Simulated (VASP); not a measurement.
# Sc2GaS (P-4m2) in VASP: a series of runs

The runs below take Sc2GaS through single point, with PBE.

All numbers are computed with VASP 6.6.1; they aren't measurements. Logs are shortened: lines on timing, memory, paths and dates and some standing lists are left out, and cuts for length are marked.

## (1) The cell of the first run

The structure is tetragonal, space group P-4m2 (No. 115). Conventional cell: a = 3.799 Å, b = 3.799 Å, c = 7.118 Å, α = 90.00°, β = 90.00°, γ = 90.00°. Sc (site symmetry 2mm) has 2 S at 2.50 Å and 2 Ga at 2.71 Å within 3.3 Å. Ga (site symmetry -4m2) has 4 Sc at 2.71 Å within 3.6 Å. Within 3.3 Å of S (site symmetry -4m2) lie 4 Sc at 2.50 Å.

The cell was generated, and may not be a known phase.

## (2) Single point, PBE, collinear spin

INCAR

```
SYSTEM = Sc2GaS
PREC = Accurate ; ENCUT = 520
EDIFF = 1E-6 ; ISMEAR = 0
SIGMA = 0.1 ; LREAL = .FALSE.
LASPH = .TRUE. ; NELM = 150
ALGO = Normal ; ISIF = 2
LWAVE = .FALSE. ; LCHARG = .FALSE.
ISPIN = 2 ; MAGMOM = 1 1 0 0
LORBIT = 11 ; LMAXMIX = 4
GGA = PE ; NBANDS = 32
```

KPOINTS

```
regular mesh
0
G
  4 4 4
  0 0 0
```

POSCAR

```
Sc2GaS
1.0
    3.7992482246      0.0000000000      0.0000000000
    0.0000000000      3.7992482246      0.0000000000
    0.0000000000      0.0000000000      7.1182421733
Sc Ga S
2 1 1
Direct
    0.5000000000      0.0000000000      0.2292646464
    0.0000000000      0.5000000000      0.7707353536
    0.0000000000      0.0000000000      0.5000000000
    0.5000000000      0.5000000000      0.0000000000
```

Potentials or basis: VASP PAW PBE potentials, release 64 (Sc_sv, Ga_d, S).

The run is started by

```
cat potpaw_PBE.64/Sc_sv/POTCAR potpaw_PBE.64/Ga_d/POTCAR potpaw_PBE.64/S/POTCAR > POTCAR
mpirun -np 1 vasp_std > vasp.out
```

OUTCAR:

```text
SYSTEM = Sc2GaS
   PREC = Accurate
   ENCUT = 520
   EDIFF = 1E-6
   ISMEAR = 0
   LREAL = .FALSE.
   LASPH = .TRUE.
   NELM = 150
   ISIF = 2
   ISPIN = 2
   LORBIT = 11
   GGA = PE

 ion  position               nearest neighbor table
   1  0.500  0.000  0.229-   4 2.50   4 2.50   3 2.71   3 2.71
   2  0.000  0.500  0.771-   4 2.50   4 2.50   3 2.71   3 2.71
   3  0.000  0.000  0.500-   1 2.71   2 2.71   2 2.71   1 2.71
   4  0.500  0.500  0.000-   1 2.50   2 2.50   1 2.50   2 2.50

  LATTYP: Found a simple tetragonal cell.
 ALAT       =     3.7992482246
 C/A-ratio  =     1.8735922879

  Lattice vectors:

 A1 = (   3.7992482246,   0.0000000000,   0.0000000000)
 A2 = (   0.0000000000,   3.7992482246,   0.0000000000)
 A3 = (   0.0000000000,   0.0000000000,   7.1182421733)

Analysis of symmetry for initial positions (statically):
=====================================================================
 Subroutine PRICEL returns:
 Original cell was already a primitive cell.

 Routine SETGRP: Setting up the symmetry group for a
 simple tetragonal supercell.

 Subroutine GETGRP returns: Found  8 space group operations
 (whereof  8 operations were pure point group operations)
 out of a pool of 16 trial point group operations.

The static configuration has the point symmetry D_2d.

Analysis of symmetry for dynamics (positions and initial velocities):
=====================================================================
 Subroutine PRICEL returns:
 Original cell was already a primitive cell.

 Routine SETGRP: Setting up the symmetry group for a
 simple tetragonal supercell.

 Subroutine GETGRP returns: Found  8 space group operations
 (whereof  8 operations were pure point group operations)
 out of a pool of 16 trial point group operations.

The dynamic configuration has the point symmetry D_2d.

Analysis of structural, dynamic, and magnetic symmetry:
=====================================================================
 Subroutine PRICEL returns:
 Original cell was already a primitive cell.

 Routine SETGRP: Setting up the symmetry group for a
 simple tetragonal supercell.

 Subroutine GETGRP returns: Found  8 space group operations
 (whereof  8 operations were pure point group operations)
 out of a pool of 16 trial point group operations.

The overall configuration has the point symmetry D_2d.

 Subroutine INISYM returns: Found  8 space group operations
 (whereof  8 operations are pure point group operations),
 and found     1 'primitive' translations

----------------------------------------------------------------------------------------

                                     Primitive cell

  volume of cell :     102.7468

  direct lattice vectors                    reciprocal lattice vectors
     3.799248225  0.000000000  0.000000000     0.263209967  0.000000000  0.000000000
     0.000000000  3.799248225  0.000000000     0.000000000  0.263209967  0.000000000
     0.000000000  0.000000000  7.118242173     0.000000000  0.000000000  0.140484122

  length of vectors
     3.799248225  3.799248225  7.118242173     0.263209967  0.263209967  0.140484122

  position of ions in fractional coordinates (direct lattice)
     0.500000000  0.000000000  0.229264646
     0.000000000  0.500000000  0.770735354
     0.000000000  0.000000000  0.500000000
     0.500000000  0.500000000  0.000000000

  ion indices of the primitive-cell ions
   primitive index   ion index
                 1           1
                 2           2
                 3           3
                 4           4

----------------------------------------------------------------------------------------

 KPOINTS: regular mesh

Automatic generation of k-mesh.
 Grid dimensions read from file:
 generate k-points for:    4    4    4

 Generating k-lattice:

  Cartesian coordinates                     Fractional coordinates (reciprocal lattice)
     0.065802492  0.000000000  0.000000000     0.250000000  0.000000000  0.000000000
     0.000000000  0.065802492  0.000000000     0.000000000  0.250000000  0.000000000
     0.000000000  0.000000000  0.035121030     0.000000000  0.000000000  0.250000000

  Length of vectors
     0.065802492  0.065802492  0.035121030

  Shift w.r.t. Gamma in fractional coordinates (k-lattice)
     0.000000000  0.000000000  0.000000000

 Subroutine IBZKPT returns following result:
 ===========================================

 Found     18 irreducible k-points:

 Following reciprocal coordinates:
            Coordinates               Weight
  0.000000  0.000000  0.000000      1.000000
  0.250000  0.000000  0.000000      4.000000
  0.500000  0.000000  0.000000      2.000000
  0.250000  0.250000  0.000000      4.000000
  0.500000  0.250000  0.000000      4.000000
  0.500000  0.500000  0.000000      1.000000
[... 10 lines left out ...]
  0.500000  0.250000  0.500000      4.000000
  0.500000  0.500000  0.500000      1.000000
   k-points           NKPTS =     18   k-points in BZ     NKDIM =     18   number of bands    NBANDS=     32
   number of dos      NEDOS =    301   number of ions     NIONS =      4
   total plane-waves  NPLWV =  42336
   dimension x,y,z NGX =    28 NGY =   28 NGZ =   54
   dimension x,y,z NGXF=    56 NGYF=   56 NGZF=  108
   ions per type =               2   1   1
   NGX,Y,Z   is equivalent  to a cutoff of  12.25, 12.25, 12.61 a.u.
   NGXF,Y,Z  is equivalent  to a cutoff of  24.50, 24.50, 25.22 a.u.
 SYSTEM =  Sc2GaS
   PREC   = accura    normal or accurate (medium, high low for compatibility)
   ISTART =      0    job   : 0-new  1-cont  2-samecut
   ICHARG =      2    charge: 1-file 2-atom 10-const
   ISPIN  =      2    spin polarized calculation?
   LNONCOLLINEAR =      F non collinear calculations
   LSORBIT =      F    spin-orbit coupling
   LASPH  =      T    aspherical Exc in radial PAW
   ENCUT  =  520.0 eV  38.22 Ry    6.18 a.u.   7.06  7.06 13.24*2*pi/ulx,y,z
   NELM   =    150;   NELMIN=  2; NELMDL= -5     # of ELM steps
   EDIFF  = 0.1E-05   stopping-criterion for ELM
   LREAL  =      F    real-space projection
   EDIFFG = 0.1E-04   stopping-criterion for IOM
   NSW    =      0    number of steps for IOM
   IBRION =     -1    ionic relax: 0-MD 1-quasi-New 2-CG
   NFREE  =      0    steps in history (QN), initial steepest desc. (CG)
   ISIF   =      2    stress and relaxation
   ISYM   =      2    0-nonsym 1-usesym 2-fastsym
   POTIM  = 0.5000    time-step for ionic-motion
   TEBEG  =    0.0;   TEEND  =   0.0 temperature during run
   PSTRESS=    0.0 pullay stress
   NELECT =      41.0000    total number of electrons
   NUPDOWN=      -1.0000    fix difference up-down
   EMIN   =  10.00;   EMAX   =-10.00  energy-range for DOS
   EFERMI =   0.00;   METHOD = LEGACY
   ISMEAR =     0;   SIGMA  =   0.10  broadening in eV -4-tet -1-fermi 0-gaus
   EFERMI_NEDOS =   21; number of points for ismear=-14 and -15
   IALGO  =     38    algorithm
   IMIX   =      4    mixing-type and parameters
     AMIX     =   0.40;   BMIX     =  1.00
     AMIX_MAG =   1.60;   BMIX_MAG =  1.00
  volume/ion in A,a.u.               =      25.69       173.34
  Fermi-wavevector in a.u.,A,eV,Ry     =   1.205258  2.277608 19.764466  1.452647
  Thomas-Fermi vector in A             =   2.340960
   LORBIT       =     11    0 simple, 1 ext, 2 COOP (PROOUT), +10 PAW based schemes
   GGA     = PE    functional components
   LHFCALC =     F    Hartree Fock is set to
   AEXX    =    0.0000 exact exchange contribution
   IVDW    =     0    specifies the selected vdW correction
   LEPSILON=     F    determine dielectric tensor
   LRPA    =     F    only Hartree local field effects (RPA)
 spin polarized calculation
 Gauss-broadening in eV      SIGMA  =   0.10
  energy-cutoff  :      520.00
  volume of cell :      102.75
 maximum number of plane-waves:      2796
   NGX = 15   NGY = 15   NGZ = 27

 number of electron      41.0000003 magnetization      -0.0070460

 number of electron      41.0000003 magnetization       0.0001797

 Free energy of the ion-electron system (eV)
  ---------------------------------------------------
  ext. energy  EPLUGINS =         0.00000000
  ---------------------------------------------------
  free energy    TOTEN  =       -22.02489596 eV

  energy without entropy =      -22.01661757  energy(sigma->0) =      -22.02075676

 E-fermi :   3.5730     XC(G=0):  -9.1729

 val. band max:        3.5337763295   @ k =   0.0000   0.0000   0.5000
 cond. band min:       3.6714443302   @ k =   0.5000   0.5000   0.2500
 fundamental gap:      0.1376680007
 Fermi energy:         3.5730459819

 spin component 1

 k-point     1 :       0.0000    0.0000    0.0000
  band No.  band energies     occupation
      1     -46.6597      1.00000
      2     -46.6578      1.00000
      3     -25.3547      1.00000
      4     -25.3191      1.00000
      5     -25.3191      1.00000
      6     -25.3168      1.00000
[... 24 lines left out ...]
     31       9.1714      0.00000
     32       9.1714      0.00000

 k-point     2 :       0.2500    0.0000    0.0000
  band No.  band energies     occupation
      1     -46.6580      1.00000
      2     -46.6566      1.00000
      3     -25.3583      1.00000
      4     -25.3368      1.00000
      5     -25.3184      1.00000
      6     -25.3174      1.00000
[... 24 lines left out ...]
     31       7.7460      0.00000
     32       9.1787      0.00000
[... 523 lines left out ...]
     31       7.3324      0.00000
     32       8.4912      0.00000

 k-point    18 :       0.5000    0.5000    0.5000
  band No.  band energies     occupation
      1     -46.6530      1.00000
      2     -46.6530      1.00000
      3     -25.3862      1.00000
      4     -25.3646      1.00000
      5     -25.3201      1.00000
      6     -25.3201      1.00000
[... 24 lines left out ...]
     31       6.3908      0.00000
     32       9.4158      0.00000
 Fermi energy:         3.5730459819

 spin component 2

 k-point     1 :       0.0000    0.0000    0.0000
  band No.  band energies     occupation
      1     -46.6597      1.00000
      2     -46.6578      1.00000
      3     -25.3547      1.00000
      4     -25.3192      1.00000
      5     -25.3192      1.00000
      6     -25.3169      1.00000
[... 24 lines left out ...]
     31       9.1715      0.00000
     32       9.1715      0.00000

 k-point     2 :       0.2500    0.0000    0.0000
  band No.  band energies     occupation
      1     -46.6580      1.00000
      2     -46.6566      1.00000
      3     -25.3583      1.00000
      4     -25.3368      1.00000
      5     -25.3184      1.00000
      6     -25.3174      1.00000
[... 24 lines left out ...]
     31       7.7460      0.00000
     32       9.1789      0.00000
[... 523 lines left out ...]
     31       7.3324      0.00000
     32       8.4913      0.00000

 k-point    18 :       0.5000    0.5000    0.5000
  band No.  band energies     occupation
      1     -46.6530      1.00000
      2     -46.6530      1.00000
      3     -25.3862      1.00000
      4     -25.3646      1.00000
      5     -25.3202      1.00000
      6     -25.3202      1.00000
[... 24 lines left out ...]
     31       6.3908      0.00000
     32       9.4172      0.00000

------------------------ aborting loop because EDIFF is reached ----------------------------------------

  FORCE on cell =-STRESS in cart. coord.  units (eV):
  Direction    XX          YY          ZZ          XY          YZ          ZX
  --------------------------------------------------------------------------------------
  -------------------------------------------------------------------------------------
  Total        0.0999076      0.0999076      0.1281562      0.0000000     -0.0000000      0.0000000
  in kB        1.5579047      1.5579047      1.9983980      0.0000000     -0.0000000      0.0000000
  external PRESSURE =       1.7047358 kB  Pullay stress =       0.0000000 kB

 VOLUME and BASIS-vectors are now :
 -----------------------------------------------------------------------------
  energy-cutoff  :      520.00
  volume of cell :      102.75
      direct lattice vectors                 reciprocal lattice vectors
     3.799248225  0.000000000  0.000000000     0.263209967  0.000000000  0.000000000
     0.000000000  3.799248225  0.000000000     0.000000000  0.263209967  0.000000000
     0.000000000  0.000000000  7.118242173     0.000000000  0.000000000  0.140484122

 POSITION                                       TOTAL-FORCE (eV/Angst)
 -----------------------------------------------------------------------------------
      1.89962      0.00000      1.63196         0.000000     -0.000000      0.028609
      0.00000      1.89962      5.48628         0.000000     -0.000000     -0.028609
      0.00000      0.00000      3.55912        -0.000000     -0.000000      0.000000
      1.89962      1.89962      0.00000         0.000000      0.000000      0.000000
 -----------------------------------------------------------------------------------
    total drift:                               -0.000000      0.000000      0.000000

  FREE ENERGIE OF THE ION-ELECTRON SYSTEM (eV)
  ---------------------------------------------------
  free  energy   TOTEN  =       -22.0248959610 eV

  energy  without entropy=      -22.0166175655  energy(sigma->0) =      -22.02075676

 total charge

# of ion       s       p       d       tot
------------------------------------------
    1        2.208   6.111   1.055   9.373
    2        2.208   6.111   1.055   9.373
    3        1.023   0.761   9.907  11.690
    4        1.325   2.495   0.000   3.820
--------------------------------------------------
tot          6.762  15.478  12.016  34.256

 magnetization (x)

# of ion       s       p       d       tot
------------------------------------------
    1        0.000   0.000  -0.000  -0.000
    2        0.000   0.000  -0.000  -0.000
    3       -0.000   0.000   0.000   0.000
    4       -0.000  -0.000   0.000  -0.000
--------------------------------------------------
tot         -0.000   0.000  -0.000  -0.000
```

Wall time 90 s (1 thread of Oxide Virtual Turin-like, shared host); peak memory 0.24 GiB.

Results:

| Property | Result |
| --- | --- |
| Free energy | -22.0249 eV |
| Pressure | 0.2 GPa |
| Largest force | 0.029 eV/Å |
| Net moment | 0.00 μB per cell |
| Valence electrons inside the program's atomic spheres | Sc 9.37; Ga 11.69; S 3.82 |

Forces on the atoms (eV/Å):
```
Sc   0.000  0.000  0.029
Sc   0.000  0.000 -0.029
Ga   0.000  0.000  0.000
S    0.000  0.000  0.000
```

Caveat: the k points lie up to 0.41 Å⁻¹ apart.

## (3) Single point, PBE

This run uses another cell than the first one, of 24.69 Å³/atom.

INCAR

```
PREC = Accurate
ENCUT = 520
EDIFF = 1E-6
ISMEAR = 0
SIGMA = 0.1
LREAL = F
LASPH = T
NELM = 80
ALGO = Fast
ISIF = 2
LWAVE = F
LCHARG = F
GGA = PE
NBANDS = 28
```

KPOINTS

```
Automatic mesh
0
Gamma
  12 12 8
```

POSCAR

```
Sc2GaS
1.0
    3.5811079741      0.0000000000      0.0000000000
    0.0000000000      3.5811079741      0.0000000000
    0.0000000000      0.0000000000      7.6996623939
Sc Ga S
2 1 1
Direct
    0.5000000000      0.0000000000      0.2270761351
    0.0000000000      0.5000000000      0.7729238649
    0.0000000000      0.0000000000      0.5000000000
    0.5000000000      0.5000000000      0.0000000000
```

Potentials or basis: VASP PAW PBE potentials, release 64 (Sc_sv, Ga_d, S).

The run is started by

```
cat potpaw_PBE.64/Sc_sv/POTCAR potpaw_PBE.64/Ga_d/POTCAR potpaw_PBE.64/S/POTCAR > POTCAR
mpirun -np 1 vasp_std > vasp.out
```

Wall time 8 min (1 thread of Oxide Virtual Turin-like, shared host); peak memory 0.45 GiB.

Results (log left out):

```yaml
Free_energy: -22.0309 eV
Pressure: 0.1 GPa
Largest_force: 0.019 eV/Å
Band_gap_on_the_k_mesh: zero (an odd number of electrons rules out a gap without spin polarisation)
```

Forces on the atoms (eV/Å):
```
Sc   0.000  0.000  0.019
Sc   0.000  0.000 -0.019
Ga   0.000  0.000  0.000
S    0.000  0.000  0.000
```

Stress tensor (GPa, compression positive):
```
0.08 0.00 0.00
0.00 0.08 0.00
0.00 0.00 0.21
```

Levels at points of the mesh, in eV from the Fermi level:
| k point | band 17 | band 18 | band 19 | band 20 | band 21 | band 22 | band 23 | band 24 | band 25 | band 26 |
| --- | --- | --- | --- | --- | --- | --- | --- | --- | --- | --- |
| (0.00, 0.00, 0.00) | -3.44 | -3.44 | -2.01 | -0.72 | -0.54 | 0.61 | 1.27 | 1.27 | 1.76 | 2.02 |
| (0.50, 0.00, 0.00) | -4.96 | -3.18 | -2.47 | -1.41 | 0.48 | 0.70 | 1.19 | 1.20 | 1.23 | 1.34 |
| (0.50, 0.50, 0.00) | -4.47 | -4.38 | -0.90 | -0.90 | -0.40 | -0.19 | 0.33 | 0.33 | 0.55 | 1.65 |
| (0.00, 0.00, 0.50) | -3.43 | -3.43 | -2.69 | -0.63 | -0.46 | 0.91 | 0.91 | 1.27 | 1.32 | 2.07 |
| (0.50, 0.00, 0.50) | -4.97 | -3.18 | -2.38 | -1.31 | 0.44 | 0.60 | 0.90 | 1.17 | 1.25 | 1.58 |
| (0.50, 0.50, 0.50) | -4.48 | -4.38 | -1.38 | -1.38 | -0.78 | 0.43 | 0.56 | 1.07 | 1.07 | 1.61 |

The gap in the log of VASP goes by the Fermi energy; the results here count the filled bands.